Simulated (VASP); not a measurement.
Set up this calculation in VASP 6.6.1, as the native input.

```
Task                   : single point
Functional             : PBE
Potentials or basis    : VASP PAW PBE potentials, release 64 (Cu)
Cutoff                 : 520 eV
k mesh                 : 8 × 8 × 5
Occupations            : methfessel-paxton, width 0.1 eV
Spin                   : no spin polarisation
Dipole correction      : no
Further INCAR settings : ALGO = Normal; EDIFF = 1e-06; NBANDS = 18
```

The structure of Cu lies in POSCAR:

```
Cu
1.0
    1.4126150000     -5.2107470000      0.0000000000
    1.4126150000      5.2107470000      0.0000000000
    0.0000000000      0.0000000000      4.3434240000
Cu
2
Direct
    0.8327470000      0.1672530000      0.2500000000
    0.1672530000      0.8327470000      0.7500000000
```

These files were run (other wordings do the same):

INCAR

```
ALGO = Normal
EDIFF = 1E-6
ENCUT = 520
GGA = PE
ISIF = 2
ISMEAR = 1
LASPH = True
LCHARG = False
LREAL = False
LWAVE = False
NBANDS = 18
NELM = 80
PREC = Accurate
SIGMA = 0.1
```

KPOINTS

```
k-points
0
Gamma
  8 8 5
```

Potentials or basis: VASP PAW PBE potentials, release 64 (Cu).

The run is started by

```sh
$ cat potpaw_PBE.64/Cu/POTCAR > POTCAR
$ mpirun -np 1 vasp_std > vasp.out
```

Results of the run:

```
Pressure               : -9.4 GPa
Largest force          : 0.976 eV/Å
Band gap on the k mesh : zero (bands 11 and 12 overlap by 3.23 eV)
```

Caveat: the cell stands under tension.

Run time: 110 s on 1 thread of AMD EPYC 7R13 (shared host), peak memory 0.2 GiB.
